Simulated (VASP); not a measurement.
# Co (P6_3/mmc) in VASP: notebook

Co is run at these levels: PBE; tasks: single point.

Program: VASP 6.6.1. These are calculated values, not measurements. Logs are shortened: lines on timing, memory, paths and dates and some standing lists are left out, and cuts for length are marked.

## 1. The cell of the first run

Symmetry: P6_3/mmc, No. 194, hexagonal system. The conventional cell has a = 2.493 Å, b = 2.493 Å, c = 4.037 Å, α = 90.00°, β = 90.00°, γ = 120.00°. Co (site symmetry -6m2) has 12 Co at 2.48 to 2.49 Å within 3.3 Å.

## 2. Single point, PBE, collinear spin, ferromagnetic start

Input file INCAR:

```
SYSTEM = Co
PREC = Accurate ; ENCUT = 520
EDIFF = 1E-7 ; ISMEAR = -1
SIGMA = 0.1 ; LREAL = .FALSE.
LASPH = .TRUE. ; NELM = 150
ALGO = Normal ; ISIF = 2
LWAVE = .FALSE. ; LCHARG = .TRUE.
ISPIN = 2 ; MAGMOM = 1.7 1.7
LORBIT = 11 ; LMAXMIX = 4
GGA = PE ; LELF = .TRUE.
LVHAR = .TRUE. ; NBANDS = 20
```

Input file KPOINTS:

```
regular mesh
0
G
  15 15 8
  0 0 0
```

Input file POSCAR:

```
Co
1.0
    1.2465198990     -2.1590357976      0.0000000000
    1.2465198990      2.1590357976      0.0000000000
    0.0000000000      0.0000000000      4.0369295266
Co
2
Direct
    0.6666666670      0.3333333330      0.2500000000
    0.3333333330      0.6666666670      0.7500000000
```

Potentials or basis: VASP PAW PBE potentials, release 64 (Co).

Started as:

```
> cat potpaw_PBE.64/Co/POTCAR > POTCAR
> mpirun -np 1 vasp_std > vasp.out
```

OUTCAR:

```text
SYSTEM = Co
   PREC = Accurate
   ENCUT = 520
   EDIFF = 1E-7
   ISMEAR = -1
   LREAL = .FALSE.
   LASPH = .TRUE.
   NELM = 150
   ISIF = 2
   ISPIN = 2
   LORBIT = 11
   GGA = PE

 ion  position               nearest neighbor table
   1  0.667  0.333  0.250-   2 2.48   2 2.48   2 2.48   2 2.48   2 2.48   2 2.48
   2  0.333  0.667  0.750-   1 2.48   1 2.48   1 2.48   1 2.48   1 2.48   1 2.48

  LATTYP: Found a hexagonal cell.
 ALAT       =     2.4930397979
 C/A-ratio  =     1.6192800171

  Lattice vectors:

 A1 = (   1.2465198990,  -2.1590357976,   0.0000000000)
 A2 = (   1.2465198990,   2.1590357976,   0.0000000000)
 A3 = (   0.0000000000,   0.0000000000,   4.0369295266)

Analysis of symmetry for initial positions (statically):
=====================================================================
 Subroutine PRICEL returns:
 Original cell was already a primitive cell.

 Routine SETGRP: Setting up the symmetry group for a
 hexagonal supercell.

 Subroutine GETGRP returns: Found 24 space group operations
 (whereof 12 operations were pure point group operations)
 out of a pool of 24 trial point group operations.

The static configuration has the point symmetry D_3d.
 The point group associated with its full space group is D_6h.

Analysis of symmetry for dynamics (positions and initial velocities):
=====================================================================
 Subroutine PRICEL returns:
 Original cell was already a primitive cell.

 Routine SETGRP: Setting up the symmetry group for a
 hexagonal supercell.

 Subroutine GETGRP returns: Found 24 space group operations
 (whereof 12 operations were pure point group operations)
 out of a pool of 24 trial point group operations.

The dynamic configuration has the point symmetry D_3d.
 The point group associated with its full space group is D_6h.

Analysis of structural, dynamic, and magnetic symmetry:
=====================================================================
 Subroutine PRICEL returns:
 Original cell was already a primitive cell.

 Routine SETGRP: Setting up the symmetry group for a
 hexagonal supercell.

 Subroutine GETGRP returns: Found 24 space group operations
 (whereof 12 operations were pure point group operations)
 out of a pool of 24 trial point group operations.

The overall configuration has the point symmetry D_3d.
 The point group associated with its full space group is D_6h.

 Subroutine INISYM returns: Found 24 space group operations
 (whereof 12 operations are pure point group operations),
 and found     1 'primitive' translations

----------------------------------------------------------------------------------------

                                     Primitive cell

  volume of cell :      21.7290

  direct lattice vectors                    reciprocal lattice vectors
     1.246519899 -2.159035798  0.000000000     0.401116741 -0.231584859  0.000000000
     1.246519899  2.159035798  0.000000000     0.401116741  0.231584859  0.000000000
     0.000000000  0.000000000  4.036929527     0.000000000  0.000000000  0.247713019

  length of vectors
     2.493039798  2.493039798  4.036929527     0.463169717  0.463169717  0.247713019

  position of ions in fractional coordinates (direct lattice)
     0.666666667  0.333333333  0.250000000
     0.333333333  0.666666667  0.750000000

  ion indices of the primitive-cell ions
   primitive index   ion index
                 1           1
                 2           2

----------------------------------------------------------------------------------------

 KPOINTS: regular mesh

Automatic generation of k-mesh.
 Grid dimensions read from file:
 generate k-points for:   15   15    8

 Generating k-lattice:

  Cartesian coordinates                     Fractional coordinates (reciprocal lattice)
     0.026741116 -0.015438991  0.000000000     0.066666667 -0.000000000  0.000000000
     0.026741116  0.015438991  0.000000000    -0.000000000  0.066666667  0.000000000
     0.000000000  0.000000000  0.030964127     0.000000000  0.000000000  0.125000000

  Length of vectors
     0.030877981  0.030877981  0.030964127

  Shift w.r.t. Gamma in fractional coordinates (k-lattice)
     0.000000000  0.000000000  0.000000000

 Subroutine IBZKPT returns following result:
 ===========================================

 Found    135 irreducible k-points:

 Following reciprocal coordinates:
            Coordinates               Weight
  0.000000  0.000000  0.000000      1.000000
  0.066667 -0.000000  0.000000      6.000000
  0.133333  0.000000  0.000000      6.000000
  0.200000 -0.000000  0.000000      6.000000
  0.266667  0.000000  0.000000      6.000000
  0.333333 -0.000000  0.000000      6.000000
[... 16 lines left out ...]
  0.333333  0.200000  0.000000     12.000000
  0.400000  0.200000  0.000000      6.000000
 [... further k-points ...]
   k-points           NKPTS =    135   k-points in BZ     NKDIM =    135   number of bands    NBANDS=     20
   number of dos      NEDOS =    301   number of ions     NIONS =      2
   total plane-waves  NPLWV =  12000
   dimension x,y,z NGX =    20 NGY =   20 NGZ =   30
   dimension x,y,z NGXF=    40 NGYF=   40 NGZF=   60
   ions per type =               2
   NGX,Y,Z   is equivalent  to a cutoff of  13.34, 13.34, 12.35 a.u.
   NGXF,Y,Z  is equivalent  to a cutoff of  26.67, 26.67, 24.71 a.u.
 SYSTEM =  Co
   PREC   = accura    normal or accurate (medium, high low for compatibility)
   ISTART =      0    job   : 0-new  1-cont  2-samecut
   ICHARG =      2    charge: 1-file 2-atom 10-const
   ISPIN  =      2    spin polarized calculation?
   LNONCOLLINEAR =      F non collinear calculations
   LSORBIT =      F    spin-orbit coupling
   LASPH  =      T    aspherical Exc in radial PAW
   ENCUT  =  520.0 eV  38.22 Ry    6.18 a.u.   4.64  4.64  7.51*2*pi/ulx,y,z
   NELM   =    150;   NELMIN=  2; NELMDL= -5     # of ELM steps
   EDIFF  = 0.1E-06   stopping-criterion for ELM
   LREAL  =      F    real-space projection
   EDIFFG = 0.1E-05   stopping-criterion for IOM
   NSW    =      0    number of steps for IOM
   IBRION =     -1    ionic relax: 0-MD 1-quasi-New 2-CG
   NFREE  =      0    steps in history (QN), initial steepest desc. (CG)
   ISIF   =      2    stress and relaxation
   ISYM   =      2    0-nonsym 1-usesym 2-fastsym
   POTIM  = 0.5000    time-step for ionic-motion
   TEBEG  =    0.0;   TEEND  =   0.0 temperature during run
   PSTRESS=    0.0 pullay stress
   NELECT =      18.0000    total number of electrons
   NUPDOWN=      -1.0000    fix difference up-down
   EMIN   =  10.00;   EMAX   =-10.00  energy-range for DOS
   EFERMI =   0.00;   METHOD = LEGACY
   ISMEAR =    -1;   SIGMA  =   0.10  broadening in eV -4-tet -1-fermi 0-gaus
   EFERMI_NEDOS =   21; number of points for ismear=-14 and -15
   IALGO  =     38    algorithm
   IMIX   =      4    mixing-type and parameters
     AMIX     =   0.40;   BMIX     =  1.00
     AMIX_MAG =   1.60;   BMIX_MAG =  1.00
  volume/ion in A,a.u.               =      10.86        73.32
  Fermi-wavevector in a.u.,A,eV,Ry     =   1.537513  2.905479 32.163460  2.363948
  Thomas-Fermi vector in A             =   2.644012
   LORBIT       =     11    0 simple, 1 ext, 2 COOP (PROOUT), +10 PAW based schemes
   GGA     = PE    functional components
   LHFCALC =     F    Hartree Fock is set to
   AEXX    =    0.0000 exact exchange contribution
   IVDW    =     0    specifies the selected vdW correction
   LEPSILON=     F    determine dielectric tensor
   LRPA    =     F    only Hartree local field effects (RPA)
 spin polarized calculation
  energy-cutoff  :      520.00
  volume of cell :       21.73
 maximum number of plane-waves:       604
 NGX is ok and might be reduce to    20
   NGX =  9   NGY =  9   NGZ = 15

 number of electron      17.9999998 magnetization       3.2289311

 Free energy of the ion-electron system (eV)
  ---------------------------------------------------
  ext. energy  EPLUGINS =         0.00000000
  ---------------------------------------------------
  free energy    TOTEN  =       -14.10181115 eV

  energy without entropy =      -14.04109145  energy(sigma->0) =      -14.07145130

 E-fermi :  10.2346     XC(G=0): -13.3958

 val. band max:       10.2300039994   @ k =   0.4000   0.2000   0.5000
 cond. band min:      10.2380382829   @ k =   0.2000  -0.0000   0.0000
 fundamental gap:      0.0080342834
 Fermi energy:        10.2346205016

 spin component 1

 k-point     1 :       0.0000    0.0000    0.0000
  band No.  band energies     occupation
      1       1.3351      1.00000
      2       5.1140      1.00000
      3       7.6228      1.00000
      4       7.6495      1.00000
      5       7.6495      1.00000
      6       7.9587      1.00000
[... 12 lines left out ...]
     19      36.1256      0.00000
     20      36.1256      0.00000
[... 507 lines left out ...]
 k-point    24 :       0.4000    0.2000    0.0000
  band No.  band energies     occupation
      1       5.8963      1.00000
      2       5.9972      1.00000
      3       6.0081      1.00000
      4       7.0084      1.00000
      5       7.3491      1.00000
      6       7.5787      1.00000
[... 12 lines left out ...]
     19      29.5725      0.00000
     20      38.9942      0.00000

 [... further k-points ...]

 spin component 2

 k-point     1 :       0.0000    0.0000    0.0000
  band No.  band energies     occupation
      1       1.3333      1.00000
      2       6.0564      1.00000
      3       9.2512      0.99995
      4       9.2893      0.99992
      5       9.2893      0.99992
      6       9.6519      0.99706
[... 12 lines left out ...]
     19      36.4194      0.00000
     20      36.4194      0.00000
[... 507 lines left out ...]
 k-point    24 :       0.4000    0.2000    0.0000
  band No.  band energies     occupation
      1       6.9392      1.00000
      2       7.1770      1.00000
      3       7.1934      1.00000
      4       7.8778      1.00000
      5       8.9134      1.00000
      6       9.0694      0.99999
[... 12 lines left out ...]
     19      29.9214      0.00000
     20      39.2858      0.00000

 [... further k-points ...]

------------------------ aborting loop because EDIFF is reached ----------------------------------------

  FORCE on cell =-STRESS in cart. coord.  units (eV):
  Direction    XX          YY          ZZ          XY          YZ          ZX
  --------------------------------------------------------------------------------------
  -------------------------------------------------------------------------------------
  Total       -0.0513987     -0.0513987     -0.0809064      0.0000000      0.0000000      0.0000000
  in kB       -3.7898556     -3.7898556     -5.9655900      0.0000000      0.0000000      0.0000000
  external PRESSURE =      -4.5151004 kB  Pullay stress =       0.0000000 kB

 VOLUME and BASIS-vectors are now :
 -----------------------------------------------------------------------------
  energy-cutoff  :      520.00
  volume of cell :       21.73
      direct lattice vectors                 reciprocal lattice vectors
     1.246519899 -2.159035798  0.000000000     0.401116741 -0.231584859  0.000000000
     1.246519899  2.159035798  0.000000000     0.401116741  0.231584859  0.000000000
     0.000000000  0.000000000  4.036929527     0.000000000  0.000000000  0.247713019

 POSITION                                       TOTAL-FORCE (eV/Angst)
 -----------------------------------------------------------------------------------
      1.24652     -0.71968      1.00923        -0.000000      0.000000      0.000000
      1.24652      0.71968      3.02770         0.000000     -0.000000      0.000000
 -----------------------------------------------------------------------------------
    total drift:                               -0.000000      0.000000     -0.000000

  FREE ENERGIE OF THE ION-ELECTRON SYSTEM (eV)
  ---------------------------------------------------
  free  energy   TOTEN  =       -14.1018111463 eV

  energy  without entropy=      -14.0410914468  energy(sigma->0) =      -14.07145130

 total charge

# of ion       s       p       d       tot
------------------------------------------
    1        0.488   0.520   7.262   8.270
    2        0.488   0.520   7.262   8.270
--------------------------------------------------
tot          0.977   1.040  14.524  16.540

 magnetization (x)

# of ion       s       p       d       tot
------------------------------------------
    1       -0.014  -0.053   1.701   1.634
    2       -0.014  -0.053   1.701   1.634
--------------------------------------------------
tot         -0.029  -0.106   3.403   3.268
```

Run time: 83 s. Hardware: 1 thread of Intel Xeon Platinum 8488C (Sapphire Rapids), shared host; peak memory 0.2 GiB.

Results:

```
Free energy                                           : -14.1018 eV
Pressure                                              : -0.5 GPa
Net moment                                            : 3.23 μB per cell
Site moments                                          : Co +1.63 μB
Valence electrons inside the program's atomic spheres : Co 8.27
```

## 3. Single point, PBE, collinear spin, ferromagnetic start

Input file INCAR:

```
PREC     = Accurate       # precision mode
ENCUT    = 520            # plane-wave cutoff, eV
EDIFF    = 1E-6           # SCF threshold, eV
ISMEAR   = -1             # smearing method
SIGMA    = 0.1            # smearing width, eV
LREAL    = F              # projectors in reciprocal space
LASPH    = T              # aspherical terms in the spheres
NELM     = 150            # most SCF steps
ALGO     = Normal         # electronic algorithm
ISIF     = 2              # what is computed and relaxed
LWAVE    = F              # write WAVECAR
LCHARG   = T              # write CHGCAR
ISPIN    = 2              # spin polarisation
MAGMOM   = 1.7 1.7        # initial moments
LORBIT   = 11             # projections on sites
LMAXMIX  = 4              # l up to which the mixer works
GGA      = PE             # functional
LELF     = T              # ELF
LVHAR    = T            
NBANDS   = 20             # bands
```

Input file KPOINTS:

```
regular mesh
0
Gamma
  15 15 8
```

POSCAR is that of step 2.

Potentials or basis: VASP PAW PBE potentials, release 64 (Co).

Started as:

```
> cat potpaw_PBE.64/Co/POTCAR > POTCAR
> mpirun -np 1 vasp_std > vasp.out
```

Run time: 73 s. Hardware: 1 thread of Intel Xeon Platinum 8488C (Sapphire Rapids), shared host; peak memory 0.2 GiB.

It converged, with:

```yaml
Free_energy: -14.1018 eV
Pressure: -0.5 GPa
Net_moment: 3.23 μB per cell
Site_moments: Co +1.63 μB
Valence_electrons_inside_the_program's_atomic_spheres: Co 8.27
```

Stress tensor (GPa, compression positive):
```
-0.43  0.00  0.00
 0.00 -0.43  0.00
 0.00  0.00 -0.65
```

Levels at points of the mesh, in eV from the Fermi level:
Spin up:
```tsv
k point	band 9	band 10	band 11	band 12	band 13	band 14
(0.00, 0.00, 0.00)	-1.93	-0.84	-0.84	-0.09	6.32	21.98
(0.00, 0.00, 0.50)	-1.15	-1.15	-1.15	-1.15	14.97	14.97
```
Spin down:
| k point | band 4 | band 5 | band 6 | band 7 | band 8 | band 9 | band 10 | band 11 |
| --- | --- | --- | --- | --- | --- | --- | --- | --- |
| (0.00, 0.00, 0.00) | -0.95 | -0.95 | -0.58 | -0.58 | -0.16 | -0.16 | -0.15 | 1.05 |
| (0.00, 0.00, 0.50) | -1.53 | -1.01 | -1.01 | -1.01 | -1.01 | 0.72 | 0.72 | 0.72 |

## 4. Single point, PBE, collinear spin, ferromagnetic start

Input file INCAR:

```
SYSTEM = Co
PREC = Accurate
ENCUT = 520
EDIFF = 1E-7
ISMEAR = -1
SIGMA = 0.1
LREAL = .False.
LASPH = .True.
NELM = 150
ALGO = Normal
ISIF = 2
LWAVE = .False.
LCHARG = .False.
ISPIN = 2
MAGMOM = 1.7 1.7
LORBIT = 11
LMAXMIX = 4
GGA = PE
NBANDS = 20
```

Input file KPOINTS:

```
Automatic mesh
0
Gamma
  20 20 11
  0 0 0
```

Input file POSCAR:

```
Co
1.0
    2.4930397979      0.0000000000      0.0000000000
   -1.2465198989      2.1590357976      0.0000000000
    0.0000000000      0.0000000000      4.0369295266
Co
2
Direct
    0.3333333333      0.6666666667      0.2500000000
    0.6666666667      0.3333333333      0.7500000000
```

Started as:

```
> cat potpaw_PBE.64/Co/POTCAR > POTCAR
> mpirun -np 1 vasp_std > vasp.out
```

Run time: 2.4 min. Hardware: 1 thread of Intel Xeon Platinum 8488C (Sapphire Rapids), shared host; peak memory 0.26 GiB.

Results (log left out):

```yaml
Free_energy: -14.1011 eV
Pressure: -0.7 GPa
Net_moment: 3.20 μB per cell
Site_moments: Co +1.62 μB
Valence_electrons_inside_the_program's_atomic_spheres: Co 8.27
```

Stress tensor (GPa, compression positive):
```
-0.67  0.00  0.00
 0.00 -0.67  0.00
 0.00  0.00 -0.80
```

Levels at points of the mesh, in eV from the Fermi level:
Spin up:
```csv
k point,band 9,band 10,band 11,band 12,band 13,band 14
"(0.00, 0.00, 0.00)",-1.92,-0.83,-0.83,-0.09,6.33,21.98
"(0.50, 0.00, 0.00)",-0.61,-0.55,1.31,3.32,9.67,10.32
```
Spin down:
```
           k point  band 5  band 6  band 7  band 8  band 9  band 10
(0.00, 0.00, 0.00)   -0.95   -0.59   -0.59   -0.16   -0.16    -0.15
(0.50, 0.00, 0.00)   -1.10   -1.03   -0.62    1.17    1.30     1.34
```
